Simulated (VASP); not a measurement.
Runs of VASP 6.6.1 on TePb. The structure is cubic, space group F-43m (No. 216). The conventional cell has a = 7.283 Å, b = 7.283 Å, c = 7.283 Å, α = 90.00°, β = 90.00°, γ = 90.00°. Within 4.1 Å of Pb (site symmetry -43m) lie 4 Te at 3.15 Å. Te (site symmetry -43m) has 4 Pb at 3.15 Å within 4.1 Å. 

```tsv
level	k mesh	cutoff (eV)	smearing	grid for exact exchange (PRECFOCK)	share of exact exchange	screening parameter	gap on the mesh (eV)	pressure (GPa)
PBE-based screened hybrid	4 × 4 × 4	520	gaussian 0.01 eV	Normal	0.35	0.1 1/Å	1.50	(b)
PBE	4 × 4 × 4	500	methfessel-paxton 0.001 eV	-	-	-	0.59	0.5
PBE	2 × 2 × 2	500	gaussian 0.01 eV	-	-	-	(a)	-0.3
PBE	4 × 4 × 4	500	tetrahedron	-	-	-	0.59	0.5
PBE-based global hybrid	4 × 4 × 4	520	gaussian 0.01 eV	Normal	0.4	-	2.25	-0.6
```

Alike in all rows: task single point; potentials or basis VASP PAW PBE potentials, release 64 (Pb_d, Te); no spin polarisation; cell as given.

Problem. Estimate the missing entries.

Solution. (a) 1.21; (b) -0.4.

Caveats: some runs use coarse meshes; spin-orbit coupling is left out, which moves the levels of the heavy elements; the PAW data sets were made with another functional, which shifts forces and pressure a little (some runs).

A k mesh can miss the band edges, and the runs leave out spin-orbit coupling on Pb, Te.
